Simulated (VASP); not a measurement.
Input of a VASP 6.6.1 run:

File INCAR:

```
PREC     = Accurate       # precision mode
ENCUT    = 520            # plane-wave cutoff, eV
EDIFF    = 1E-6           # SCF threshold, eV
ISMEAR   = -1             # smearing method
SIGMA    = 0.02           # smearing width, eV
LREAL    = False          # projectors in reciprocal space
LASPH    = True           # aspherical terms in the spheres
NELM     = 80             # most SCF steps
ALGO     = Normal         # electronic algorithm
ISIF     = 2              # what is computed and relaxed
LWAVE    = False          # write WAVECAR
LCHARG   = True           # write CHGCAR
GGA      = PE             # functional
LELF     = True           # ELF
LVHAR    = True         
NBANDS   = 15             # bands
```

KPOINTS

```
regular mesh
0
Gamma
  8 8 8
```

The input POSCAR:

```
KF
1.0
    0.0000000000      2.7568062834      2.6589566777
    2.7568062834      0.0000000000      2.6589566777
    2.7568062834      2.7568062834      0.0000000000
K F
1 1
Direct
    0.0000000000      0.0000000000      0.0000000000
    0.5000000000      0.5000000000      0.5000000000
```

Potentials or basis: VASP PAW PBE potentials, release 64 (K_sv, F).

The run is started by

```bash
$ cat potpaw_PBE.64/K_sv/POTCAR potpaw_PBE.64/F/POTCAR > POTCAR
$ mpirun -np 1 vasp_std > vasp.out
```

Problem. Predict the pressure.

Solution. -0.3 GPa.

Problem. What does it give for the band gap on the k mesh?

Solution. 5.84 eV, direct.

Stress tensor (GPa, compression positive):
```
-0.87  0.00  0.00
 0.00 -0.87  0.00
 0.00  0.00  0.79
```

Caveat: the cell differs from its parent crystal (biaxial xy strain +3.7%). A k mesh can miss the band edges.
